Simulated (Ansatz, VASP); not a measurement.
## Mo: VASP beside Ansatz

The input INCAR:

```
SYSTEM = Mo
ALGO = Fast
EDIFF = 1E-7
ENCUT = 520
GGA = CA
ISIF = 2
ISMEAR = 0
LASPH = .TRUE.
LCHARG = .FALSE.
LREAL = .FALSE.
LWAVE = .FALSE.
NBANDS = 13
NELM = 60
PREC = Accurate
SIGMA = 0.15
```

The input KPOINTS:

```
k-points
0
G
  24 24 24
  0 0 0
```

Contents of POSCAR:

```
Mo
1.0
   -1.4394449738      1.4394449738      1.8712784660
    1.4394449738     -1.4394449738      1.8712784660
    1.4394449738      1.4394449738     -1.8712784660
Mo
1
Direct
    0.0000000000      0.0000000000      0.0000000000
```

Input for Ansatz:

```yaml
crystal:
  lattice:
    - [-1.4394449738, 1.4394449738, 1.871278466]
    - [1.4394449738, -1.4394449738, 1.871278466]
    - [1.4394449738, 1.4394449738, -1.871278466]
  atoms:
    - { symbol: Mo, position: [0.0, 0.0, 0.0] }
basis:
  ecutwfc: 420
kpoints:
  mp_grid: { grid: [24, 24, 24] }
hamiltonian:
  xc: lda
scf:
  occupations: { method: gaussian, width: 0.15 }
output:
  forces: true
  stress: true
  eigenvalues: true
```

Alike in both runs: task single point; functional LDA; k mesh 24 × 24 × 24; occupations gaussian, width 0.15 eV; no spin polarisation.

|  | VASP | Ansatz |
| --- | --- | --- |
| version | VASP 6.6.1 | Ansatz 0.2.0 |
| potentials or method | VASP PAW LDA potentials, release 64 (Mo_sv), cutoff 520 eV | scalar-relativistic, plane waves, PAW |
| valence electrons in the cell | 14 | 14 |

```tsv
	VASP	Ansatz	Ansatz less VASP
gap on the k mesh at the Fermi level (eV)	none	none	-
pressure (GPa)	-3.2	-4.3	-1.08
traceless stress, the component that is largest in VASP (GPa)	-11.11	-11.18	-0.070
```

LDA's correlation is that of Perdew and Zunger in VASP and of Perdew and Wang (1992) in Ansatz. A gap of «none» marks a metal or a gap that the smearing closes.
